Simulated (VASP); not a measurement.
# TiC (I4/mmm) in VASP: a series of runs

TiC is run at these levels: PBE; tasks: single point.

Program: VASP 6.6.1. These are calculated values, not measurements. Logs are shortened: lines on timing, memory, paths and dates and some standing lists are left out, and cuts for length are marked.

### Step 1. The cell of the first run

Symmetry: I4/mmm, No. 139, tetragonal system. The conventional cell has a = 3.152 Å, b = 3.152 Å, c = 4.328 Å, α = 90.00°, β = 90.00°, γ = 90.00°. Within 2.9 Å of Ti (site symmetry 4/mmm) lie 6 C at 2.16 to 2.23 Å. C (site symmetry 4/mmm) has 6 Ti at 2.16 to 2.23 Å within 2.9 Å.

### Step 2. Single point, PBE (strain +0.030 along x and y, +0.000 along z)

File INCAR:

```
SYSTEM = TiC
PREC = Accurate
ENCUT = 520
EDIFF = 1E-6
ISMEAR = 0
SIGMA = 0.15
LREAL = .False.
LASPH = .True.
NELM = 60
ALGO = Normal
ISIF = 2
LWAVE = .False.
LCHARG = .False.
GGA = PE
NBANDS = 15
```

File KPOINTS:

```
Automatic mesh
0
Gamma
  18 18 18
  0 0 0
```

File POSCAR:

```
TiC
1.0
    0.0000000000      2.2289200000      2.1640000000
    2.2289200000      0.0000000000      2.1640000000
    2.2289200000      2.2289200000      0.0000000000
Ti C
1 1
Direct
    0.0000000000      0.0000000000      0.0000000000
    0.5000000000      0.5000000000      0.5000000000
```

Potentials or basis: VASP PAW PBE potentials, release 64 (Ti_sv, C).

Run with:

```sh
$ cat potpaw_PBE.64/Ti_sv/POTCAR potpaw_PBE.64/C/POTCAR > POTCAR
$ mpirun -np 1 vasp_std > vasp.out
```

OUTCAR:

```text
SYSTEM = TiC
   PREC = Accurate
   ENCUT = 520
   EDIFF = 1E-6
   ISMEAR = 0
   LREAL = .False.
   LASPH = .True.
   NELM = 60
   ISIF = 2
   GGA = PE

 ion  position               nearest neighbor table
   1  0.000  0.000  0.000-   2 2.16   2 2.16   2 2.23   2 2.23   2 2.23   2 2.23
   2  0.500  0.500  0.500-   1 2.16   1 2.16   1 2.23   1 2.23   1 2.23   1 2.23

  LATTYP: Found a body centered tetragonal cell.
 ALAT       =     3.1521688934
 C/A-ratio  =     1.3730228761

  Lattice vectors:

 A1 = (   0.0000000000,  -2.2289200000,  -2.1640000000)
 A2 = (   0.0000000000,   2.2289200000,  -2.1640000000)
 A3 = (   2.2289200000,   0.0000000000,   2.1640000000)

Analysis of symmetry for initial positions (statically):
=====================================================================
 Subroutine PRICEL returns:
 Original cell was already a primitive cell.

 Routine SETGRP: Setting up the symmetry group for a
 body centered tetragonal supercell.

 Subroutine GETGRP returns: Found 16 space group operations
 (whereof 16 operations were pure point group operations)
 out of a pool of 16 trial point group operations.

The static configuration has the point symmetry D_4h.

Analysis of symmetry for dynamics (positions and initial velocities):
=====================================================================
 Subroutine PRICEL returns:
 Original cell was already a primitive cell.

 Routine SETGRP: Setting up the symmetry group for a
 body centered tetragonal supercell.

 Subroutine GETGRP returns: Found 16 space group operations
 (whereof 16 operations were pure point group operations)
 out of a pool of 16 trial point group operations.

The dynamic configuration has the point symmetry D_4h.

 Subroutine INISYM returns: Found 16 space group operations
 (whereof 16 operations are pure point group operations),
 and found     1 'primitive' translations

----------------------------------------------------------------------------------------

                                     Primitive cell

  volume of cell :      21.5019

  direct lattice vectors                    reciprocal lattice vectors
     0.000000000  2.228920000  2.164000000    -0.224323888  0.224323888  0.231053604
     2.228920000  0.000000000  2.164000000     0.224323888 -0.224323888  0.231053604
     2.228920000  2.228920000  0.000000000     0.224323888  0.224323888 -0.231053604

  length of vectors
     3.106602705  3.106602705  3.152168893     0.392464242  0.392464242  0.392464242

  position of ions in fractional coordinates (direct lattice)
     0.000000000  0.000000000  0.000000000
     0.500000000  0.500000000  0.500000000

  ion indices of the primitive-cell ions
   primitive index   ion index
                 1           1
                 2           2

----------------------------------------------------------------------------------------

 KPOINTS: Automatic mesh

Automatic generation of k-mesh.
 Grid dimensions read from file:
 generate k-points for:   18   18   18

 Generating k-lattice:

  Cartesian coordinates                     Fractional coordinates (reciprocal lattice)
    -0.012462438  0.012462438  0.012836311     0.055555556  0.000000000  0.000000000
     0.012462438 -0.012462438  0.012836311     0.000000000  0.055555556  0.000000000
     0.012462438  0.012462438 -0.012836311     0.000000000  0.000000000  0.055555556

  Length of vectors
     0.021803569  0.021803569  0.021803569

  Shift w.r.t. Gamma in fractional coordinates (k-lattice)
     0.000000000  0.000000000  0.000000000

 Subroutine IBZKPT returns following result:
 ===========================================

 Found    480 irreducible k-points:

 Following reciprocal coordinates:
            Coordinates               Weight
  0.000000  0.000000  0.000000      1.000000
  0.055556  0.000000  0.000000      8.000000
  0.111111  0.000000  0.000000      8.000000
  0.166667  0.000000  0.000000      8.000000
  0.222222  0.000000  0.000000      8.000000
  0.277778  0.000000  0.000000      8.000000
[... 16 lines left out ...]
 -0.277778  0.055556  0.000000      8.000000
 -0.222222  0.055556  0.000000      8.000000
 [... further k-points ...]
   k-points           NKPTS =    480   k-points in BZ     NKDIM =    480   number of bands    NBANDS=     15
   number of dos      NEDOS =    301   number of ions     NIONS =      2
   total plane-waves  NPLWV =  13824
   dimension x,y,z NGX =    24 NGY =   24 NGZ =   24
   dimension x,y,z NGXF=    48 NGYF=   48 NGZF=   48
   ions per type =               1   1
   NGX,Y,Z   is equivalent  to a cutoff of  12.84, 12.84, 12.66 a.u.
   NGXF,Y,Z  is equivalent  to a cutoff of  25.69, 25.69, 25.32 a.u.
 SYSTEM =  TiC
   PREC   = accura    normal or accurate (medium, high low for compatibility)
   ISTART =      0    job   : 0-new  1-cont  2-samecut
   ICHARG =      2    charge: 1-file 2-atom 10-const
   ISPIN  =      1    spin polarized calculation?
   LNONCOLLINEAR =      F non collinear calculations
   LSORBIT =      F    spin-orbit coupling
   LASPH  =      T    aspherical Exc in radial PAW
   ENCUT  =  520.0 eV  38.22 Ry    6.18 a.u.   5.78  5.78  5.86*2*pi/ulx,y,z
   NELM   =     60;   NELMIN=  2; NELMDL= -5     # of ELM steps
   EDIFF  = 0.1E-05   stopping-criterion for ELM
   LREAL  =      F    real-space projection
   EDIFFG = 0.1E-04   stopping-criterion for IOM
   NSW    =      0    number of steps for IOM
   IBRION =     -1    ionic relax: 0-MD 1-quasi-New 2-CG
   NFREE  =      0    steps in history (QN), initial steepest desc. (CG)
   ISIF   =      2    stress and relaxation
   ISYM   =      2    0-nonsym 1-usesym 2-fastsym
   POTIM  = 0.5000    time-step for ionic-motion
   TEBEG  =    0.0;   TEEND  =   0.0 temperature during run
   PSTRESS=    0.0 pullay stress
   NELECT =      16.0000    total number of electrons
   NUPDOWN=      -1.0000    fix difference up-down
   EMIN   =  10.00;   EMAX   =-10.00  energy-range for DOS
   EFERMI =   0.00;   METHOD = LEGACY
   ISMEAR =     0;   SIGMA  =   0.15  broadening in eV -4-tet -1-fermi 0-gaus
   EFERMI_NEDOS =   21; number of points for ismear=-14 and -15
   IALGO  =     38    algorithm
   IMIX   =      4    mixing-type and parameters
     AMIX     =   0.40;   BMIX     =  1.00
     AMIX_MAG =   1.60;   BMIX_MAG =  1.00
  volume/ion in A,a.u.               =      10.75        72.55
  Fermi-wavevector in a.u.,A,eV,Ry     =   1.483506  2.803421 29.943582  2.200791
  Thomas-Fermi vector in A             =   2.597159
   LORBIT       =      0    0 simple, 1 ext, 2 COOP (PROOUT), +10 PAW based schemes
   GGA     = PE    functional components
   LHFCALC =     F    Hartree Fock is set to
   AEXX    =    0.0000 exact exchange contribution
   IVDW    =     0    specifies the selected vdW correction
   LEPSILON=     F    determine dielectric tensor
   LRPA    =     F    only Hartree local field effects (RPA)
 non-spin polarized calculation
 Gauss-broadening in eV      SIGMA  =   0.15
  energy-cutoff  :      520.00
  volume of cell :       21.50
 maximum number of plane-waves:       592
   NGX = 11   NGY = 11   NGZ = 11

 number of electron      16.0000000 magnetization

 Free energy of the ion-electron system (eV)
  ---------------------------------------------------
  ext. energy  EPLUGINS =         0.00000000
  ---------------------------------------------------
  free energy    TOTEN  =       -18.65375116 eV

  energy without entropy =      -18.65021149  energy(sigma->0) =      -18.65198132

 E-fermi :   8.7673     XC(G=0): -12.4048

 val. band max:        8.7671639609   @ k =   0.1667   0.0000   0.1667
 cond. band min:       8.7710066733   @ k =   0.1111  -0.0000   0.0556
 fundamental gap:      0.0038427125
 Fermi energy:         8.7673151653

 k-point     1 :       0.0000    0.0000    0.0000
  band No.  band energies     occupation
      1     -47.9907      2.00000
      2     -24.0564      2.00000
      3     -24.0564      2.00000
      4     -24.0107      2.00000
      5      -3.3701      2.00000
      6       9.3675      0.00000
      7       9.3675      0.00000
      8       9.5618      0.00000
      9      10.2489      0.00000
     10      10.3364      0.00000
     11      10.3364      0.00000
     12      10.4257      0.00000
     13      10.4355      0.00000
     14      18.4498      0.00000
     15      22.5737      0.00000

 k-point     2 :       0.0556    0.0000    0.0000
  band No.  band energies     occupation
      1     -47.9890      2.00000
      2     -24.0653      2.00000
      3     -24.0579      2.00000
      4     -24.0152      2.00000
      5      -3.3049      2.00000
      6       9.0732      0.00392
      7       9.2163      0.00002
      8       9.3691      0.00000
      9       9.7177      0.00000
     10       9.7991      0.00000
     11      10.5475      0.00000
     12      11.1132      0.00000
     13      11.2673      0.00000
     14      18.5817      0.00000
     15      22.5802      0.00000

 k-point     3 :       0.1111    0.0000    0.0000
  band No.  band energies     occupation
      1     -47.9842      2.00000
      2     -24.0955      2.00000
      3     -24.0622      2.00000
      4     -24.0235      2.00000
      5      -3.1124      2.00000
      6       8.3709      1.99981
      7       8.6085      1.86575
      8       8.7276      1.29215
      9       9.7361      0.00000
     10       9.8089      0.00000
     11      10.8117      0.00000
     12      11.9791      0.00000
     13      12.1628      0.00000
     14      18.9207      0.00000
     15      22.5443      0.00000
[... 343 lines left out ...]
 k-point    23 :      -0.2778    0.0556    0.0000
  band No.  band energies     occupation
      1     -47.9539      2.00000
      2     -24.3011      2.00000
      3     -24.0836      2.00000
      4     -24.0575      2.00000
      5      -1.7053      2.00000
      6       5.3676      2.00000
      7       6.6834      2.00000
      8       6.9459      2.00000
      9      10.5168      0.00000
     10      10.8372      0.00000
     11      11.6837      0.00000
     12      14.5122      0.00000
     13      15.0965      0.00000
     14      18.8480      0.00000
     15      22.9322      0.00000

 k-point    24 :      -0.2222    0.0556    0.0000
  band No.  band energies     occupation
      1     -47.9635      2.00000
      2     -24.2356      2.00000
      3     -24.0748      2.00000
      4     -24.0501      2.00000
      5      -2.2100      2.00000
      6       6.2403      2.00000
      7       7.1037      2.00000
      8       7.4137      2.00000
      9      10.1639      0.00000
     10      10.5734      0.00000
     11      11.4397      0.00000
     12      13.7230      0.00000
     13      14.3908      0.00000
     14      19.3774      0.00000
     15      22.4946      0.00000

 [... further k-points ...]
[... 5 lines left out ...]
  --------------------------------------------------------------------------------------
  -------------------------------------------------------------------------------------
  Total       -2.0262496     -2.0262496     -0.7701057      0.0000000     -0.0000000     -0.0000000
  in kB     -150.9827399   -150.9827399    -57.3831958      0.0000000     -0.0000000     -0.0000000
  external PRESSURE =    -119.7828919 kB  Pullay stress =       0.0000000 kB

 VOLUME and BASIS-vectors are now :
 -----------------------------------------------------------------------------
  energy-cutoff  :      520.00
  volume of cell :       21.50
      direct lattice vectors                 reciprocal lattice vectors
     0.000000000  2.228920000  2.164000000    -0.224323888  0.224323888  0.231053604
     2.228920000  0.000000000  2.164000000     0.224323888 -0.224323888  0.231053604
     2.228920000  2.228920000  0.000000000     0.224323888  0.224323888 -0.231053604

 POSITION                                       TOTAL-FORCE (eV/Angst)
 -----------------------------------------------------------------------------------
      0.00000      0.00000      0.00000         0.000000      0.000000      0.000000
      2.22892      2.22892      2.16400        -0.000000     -0.000000      0.000000
 -----------------------------------------------------------------------------------
    total drift:                                0.000000     -0.000000     -0.000000

  FREE ENERGIE OF THE ION-ELECTRON SYSTEM (eV)
  ---------------------------------------------------
  free  energy   TOTEN  =       -18.6537511559 eV

  energy  without entropy=      -18.6502114890  energy(sigma->0) =      -18.65198132
```

Wall time 77 s (1 thread of Intel Xeon Platinum 8488C (Sapphire Rapids), shared host); peak memory 0.27 GiB.

Results:

- Free energy: -18.6538 eV
- Pressure: -12.0 GPa
- Band gap on the k mesh: zero (band 8 reaches 9.56 eV, above the bottom of band 9 at 8.18 eV)

Caveat: the cell differs from its parent crystal (strain +0.030 along x and y, +0.000 along z).

(Continued in part 2 of 2.)
